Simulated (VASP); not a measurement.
# Cu (P-1) in VASP: single point with r2SCAN

Aim: the single point of Cu with r2SCAN.

Program: VASP 6.6.1. These are calculated values, not measurements. Logs are shortened: lines on timing, memory, paths and dates and some standing lists are left out, and cuts for length are marked.

### Step 1. The cell of the first run

The typed cell holds 1 atom: a = 2.479 Å, b = 2.477 Å, c = 2.450 Å, α = 108.63°, β = 107.81°, γ = 112.70°.

### Step 2. Single point, r2SCAN

POSCAR reads:

```
Cu
1.0
   -1.4539857600      1.4643106900      1.3739820400
    1.4487133000     -1.4679854000      1.3723068300
    1.4251542200      1.4391538600     -1.3778349000
Cu
1
Direct
    0.0000000000      0.0000000000      0.0000000000
```

INCAR.step1 reads:

```
SYSTEM = Cu
  PREC = Accurate
  ENCUT = 520
  ISMEAR = -1
  SIGMA = 0.05
  LREAL = .FALSE.
  LASPH = .TRUE.
  NELM = 100
  NBANDS = 12
  GGA = PE
  ALGO = Normal
  EDIFF = 1E-4
  LWAVE = .TRUE.
  LCHARG = .FALSE.
```

INCAR.step2 reads:

```
SYSTEM = Cu
  PREC = Accurate
  ENCUT = 520
  EDIFF = 1E-7
  ISMEAR = -1
  SIGMA = 0.05
  LREAL = .FALSE.
  LASPH = .TRUE.
  NELM = 100
  ALGO = Normal
  ISIF = 2
  LWAVE = .FALSE.
  LCHARG = .FALSE.
  METAGGA = R2SCAN
  LMIXTAU = .TRUE.
  NBANDS = 12
  ISTART = 1
```

KPOINTS reads:

```
regular mesh
0
G
  22 22 21
  0 0 0
```

Potentials or basis: VASP PAW PBE potentials, release 64 (Cu).

Started as:

```sh
$ cat potpaw_PBE.64/Cu/POTCAR > POTCAR
$ cp INCAR.step1 INCAR
$ mpirun -np 1 vasp_std > vasp.out
$ cp INCAR.step2 INCAR
$ mpirun -np 1 vasp_std > vasp.out
```

OUTCAR:

```text
SYSTEM = Cu
   PREC = Accurate
   ENCUT = 520
   EDIFF = 1E-7
   ISMEAR = -1
   LREAL = .FALSE.
   LASPH = .TRUE.
   NELM = 100
   ISIF = 2
   METAGGA = R2SCAN
   ISTART = 1

 ion  position               nearest neighbor table
   1  0.000  0.000  0.000-

  LATTYP: Found a triclinic cell.
 ALAT       =     2.4772923517
 B/A-ratio  =     2.6362230149
 C/A-ratio  =     1.1085879257
 COS(alpha) =     0.0006673352
 COS(beta)  =     0.5536229994
 COS(gamma) =     0.7922115085

  Lattice vectors:

 A1 = (  -1.4487133000,   1.4679854000,  -1.3723068300)
 A2 = (  -2.9315306000,   5.8357606400,  -0.0021776500)
 A3 = (   0.0052724600,   0.0036747100,  -2.7462888700)

Analysis of symmetry for initial positions (statically):
=====================================================================
 Subroutine PRICEL returns:
 Original cell was already a primitive cell.

 Routine SETGRP: Setting up the symmetry group for a
 triclinic supercell.

 Subroutine GETGRP returns: Found  2 space group operations
 (whereof  2 operations were pure point group operations)
 out of a pool of  2 trial point group operations.

The static configuration has the point symmetry S_2 .

Analysis of symmetry for dynamics (positions and initial velocities):
=====================================================================
 Subroutine PRICEL returns:
 Original cell was already a primitive cell.

 Routine SETGRP: Setting up the symmetry group for a
 triclinic supercell.

 Subroutine GETGRP returns: Found  2 space group operations
 (whereof  2 operations were pure point group operations)
 out of a pool of  2 trial point group operations.

The dynamic configuration has the point symmetry S_2 .

 Subroutine INISYM returns: Found  2 space group operations
 (whereof  2 operations are pure point group operations),
 and found     1 'primitive' translations

----------------------------------------------------------------------------------------

                                     Primitive cell

  volume of cell :      11.4565

  direct lattice vectors                    reciprocal lattice vectors
    -1.453985760  1.464310690  1.373982040     0.004161885  0.344941265  0.364597298
     1.448713300 -1.467985400  1.372306830     0.348704468  0.003946740  0.364802496
     1.425154220  1.439153860 -1.377834900     0.351455663  0.347907606  0.001140264

  length of vectors
     2.479134331  2.477292352  2.449623929     0.501929266  0.504669440  0.494532189

  position of ions in fractional coordinates (direct lattice)
     0.000000000  0.000000000  0.000000000

  ion indices of the primitive-cell ions
   primitive index   ion index
                 1           1

----------------------------------------------------------------------------------------

 KPOINTS: regular mesh

Automatic generation of k-mesh.
 Grid dimensions read from file:
 generate k-points for:   22   22   21

 Generating k-lattice:

  Cartesian coordinates                     Fractional coordinates (reciprocal lattice)
     0.000189177  0.015679148  0.016572604     0.045454545 -0.000000000  0.000000000
     0.015850203  0.000179397  0.016581932    -0.000000000  0.045454545  0.000000000
     0.016735984  0.016567029  0.000054298     0.000000000  0.000000000  0.047619048

  Length of vectors
     0.022814967  0.022939520  0.023549152

  Shift w.r.t. Gamma in fractional coordinates (k-lattice)
     0.000000000  0.000000000  0.000000000

 Subroutine IBZKPT returns following result:
 ===========================================

 Found   5084 irreducible k-points:

 Following reciprocal coordinates:
            Coordinates               Weight
  0.000000  0.000000  0.000000      1.000000
  0.045455  0.000000 -0.000000      2.000000
  0.090909  0.000000 -0.000000      2.000000
  0.136364 -0.000000  0.000000      2.000000
  0.181818  0.000000 -0.000000      2.000000
  0.227273 -0.000000  0.000000      2.000000
[... 16 lines left out ...]
  0.454545  0.045455 -0.000000      2.000000
  0.500000  0.045455 -0.000000      2.000000
 [... further k-points ...]
   k-points           NKPTS =   5084   k-points in BZ     NKDIM =   5084   number of bands    NBANDS=     12
   number of dos      NEDOS =    301   number of ions     NIONS =      1
   total plane-waves  NPLWV =   5832
   dimension x,y,z NGX =    18 NGY =   18 NGZ =   18
   dimension x,y,z NGXF=    36 NGYF=   36 NGZF=   36
   ions per type =               1
   NGX,Y,Z   is equivalent  to a cutoff of  12.07, 12.08, 12.22 a.u.
   NGXF,Y,Z  is equivalent  to a cutoff of  24.14, 24.16, 24.43 a.u.
 SYSTEM =  Cu
   PREC   = accura    normal or accurate (medium, high low for compatibility)
   ISTART =      1    job   : 0-new  1-cont  2-samecut
   ICHARG =      0    charge: 1-file 2-atom 10-const
   ISPIN  =      1    spin polarized calculation?
   LNONCOLLINEAR =      F non collinear calculations
   LSORBIT =      F    spin-orbit coupling
   LASPH  =      T    aspherical Exc in radial PAW
   ENCUT  =  520.0 eV  38.22 Ry    6.18 a.u.   4.61  4.61  4.55*2*pi/ulx,y,z
   NELM   =    100;   NELMIN=  2; NELMDL=  0     # of ELM steps
   EDIFF  = 0.1E-06   stopping-criterion for ELM
   LREAL  =      F    real-space projection
   EDIFFG = 0.1E-05   stopping-criterion for IOM
   NSW    =      0    number of steps for IOM
   IBRION =     -1    ionic relax: 0-MD 1-quasi-New 2-CG
   NFREE  =      0    steps in history (QN), initial steepest desc. (CG)
   ISIF   =      2    stress and relaxation
   ISYM   =      2    0-nonsym 1-usesym 2-fastsym
   POTIM  = 0.5000    time-step for ionic-motion
   TEBEG  =    0.0;   TEEND  =   0.0 temperature during run
   PSTRESS=    0.0 pullay stress
   NELECT =      11.0000    total number of electrons
   NUPDOWN=      -1.0000    fix difference up-down
   EMIN   =  10.00;   EMAX   =-10.00  energy-range for DOS
   EFERMI =   0.00;   METHOD = LEGACY
   ISMEAR =    -1;   SIGMA  =   0.05  broadening in eV -4-tet -1-fermi 0-gaus
   EFERMI_NEDOS =   21; number of points for ismear=-14 and -15
   IALGO  =     38    algorithm
   IMIX   =      4    mixing-type and parameters
     AMIX     =   0.40;   BMIX     =  1.00
     AMIX_MAG =   1.60;   BMIX_MAG =  1.00
  volume/ion in A,a.u.               =      11.46        77.31
  Fermi-wavevector in a.u.,A,eV,Ry     =   1.615057  3.052015 35.489549  2.608408
  Thomas-Fermi vector in A             =   2.709866
   LORBIT       =      0    0 simple, 1 ext, 2 COOP (PROOUT), +10 PAW based schemes
   METAGGA = R2SCAN    functional components
   LHFCALC =     F    Hartree Fock is set to
   AEXX    =    0.0000 exact exchange contribution
   IVDW    =     0    specifies the selected vdW correction
   LEPSILON=     F    determine dielectric tensor
   LRPA    =     F    only Hartree local field effects (RPA)
 non-spin polarized calculation
  energy-cutoff  :      520.00
  volume of cell :       11.46
 maximum number of plane-waves:       326
   NGX =  9   NGY =  9   NGZ =  9

 number of electron      11.0000002 magnetization

 Free energy of the ion-electron system (eV)
  ---------------------------------------------------
  ext. energy  EPLUGINS =         0.00000000
  ---------------------------------------------------
  free energy    TOTEN  =       -10.79032497 eV

  energy without entropy =      -10.78768364  energy(sigma->0) =      -10.78900430

 E-fermi :   7.7721     XC(G=0): -13.9533

 val. band max:        7.7719664509   @ k =  -0.4091  -0.1364   0.4286
 cond. band min:       7.7743098725   @ k =  -0.3182  -0.2273   0.4286
 fundamental gap:      0.0023434215
 Fermi energy:         7.7721107612

 k-point     1 :       0.0000    0.0000    0.0000
  band No.  band energies     occupation
      1      -2.1296      2.00000
      2       4.3290      2.00000
      3       4.4720      2.00000
      4       4.6115      2.00000
      5       5.4005      2.00000
      6       5.6183      2.00000
      7      33.1187      0.00000
      8      33.9937      0.00000
      9      34.9975      0.00000
     10      37.4388      0.00000
     11      37.8437      0.00000
     12      38.4262      0.00000

 k-point     2 :       0.0455    0.0000   -0.0000
  band No.  band energies     occupation
      1      -2.0434      2.00000
      2       4.3402      2.00000
      3       4.4718      2.00000
      4       4.6147      2.00000
      5       5.3993      2.00000
      6       5.6059      2.00000
      7      32.7464      0.00000
      8      33.5995      0.00000
      9      34.3469      0.00000
     10      36.6844      0.00000
     11      37.1311      0.00000
     12      37.3516      0.00000

 k-point     3 :       0.0909    0.0000   -0.0000
  band No.  band energies     occupation
      1      -1.7869      2.00000
      2       4.3405      2.00000
      3       4.4816      2.00000
      4       4.6445      2.00000
      5       5.3952      2.00000
      6       5.5755      2.00000
      7      31.2851      0.00000
      8      32.5199      0.00000
      9      33.3394      0.00000
     10      35.3042      0.00000
     11      36.1403      0.00000
     12      36.9195      0.00000
[... 286 lines left out ...]
 k-point    23 :       0.4545    0.0455   -0.0000
  band No.  band energies     occupation
      1       2.4474      2.00000
      2       3.6555      2.00000
      3       5.4322      2.00000
      4       5.6733      2.00000
      5       6.1363      2.00000
      6       7.4212      1.99821
      7      12.8806      0.00000
      8      24.9836      0.00000
      9      26.4353      0.00000
     10      30.6132      0.00000
     11      33.7412      0.00000
     12      42.3495      0.00000

 k-point    24 :       0.5000    0.0455   -0.0000
  band No.  band energies     occupation
      1       2.4437      2.00000
      2       3.6568      2.00000
      3       5.4582      2.00000
      4       5.6417      2.00000
      5       6.1387      2.00000
      6       7.3833      1.99916
      7      12.9347      0.00000
      8      24.8993      0.00000
      9      26.4583      0.00000
     10      30.6556      0.00000
     11      33.7902      0.00000
     12      42.8852      0.00000

 [... further k-points ...]
[... 5 lines left out ...]
  --------------------------------------------------------------------------------------
  -------------------------------------------------------------------------------------
  Total        0.0677332      0.0917007      0.0685409      0.1643255      0.0095839      0.0157749
  in kB        9.4723666     12.8241785      9.5853123     22.9806227      1.3402839      2.2060949
  external PRESSURE =      10.6272858 kB  Pullay stress =       0.0000000 kB

 VOLUME and BASIS-vectors are now :
 -----------------------------------------------------------------------------
  energy-cutoff  :      520.00
  volume of cell :       11.46
      direct lattice vectors                 reciprocal lattice vectors
    -1.453985760  1.464310690  1.373982040     0.004161885  0.344941265  0.364597298
     1.448713300 -1.467985400  1.372306830     0.348704468  0.003946740  0.364802496
     1.425154220  1.439153860 -1.377834900     0.351455663  0.347907606  0.001140264

 POSITION                                       TOTAL-FORCE (eV/Angst)
 -----------------------------------------------------------------------------------
      0.00000      0.00000      0.00000         0.000000      0.000000      0.000000
 -----------------------------------------------------------------------------------
    total drift:                                0.000000      0.000000      0.000000

  FREE ENERGIE OF THE ION-ELECTRON SYSTEM (eV)
  ---------------------------------------------------
  free  energy   TOTEN  =       -10.7903249670 eV

  energy  without entropy=      -10.7876836416  energy(sigma->0) =      -10.78900430
```

Run time: 27 min. Hardware: 1 thread of Intel Xeon 6975P-C, shared host; peak memory 0.74 GiB.

Results:

```
Free energy : -10.7903 eV
Pressure    : 1.1 GPa
```

Caveat: the PAW data sets were made with another functional, which shifts forces and pressure a little.
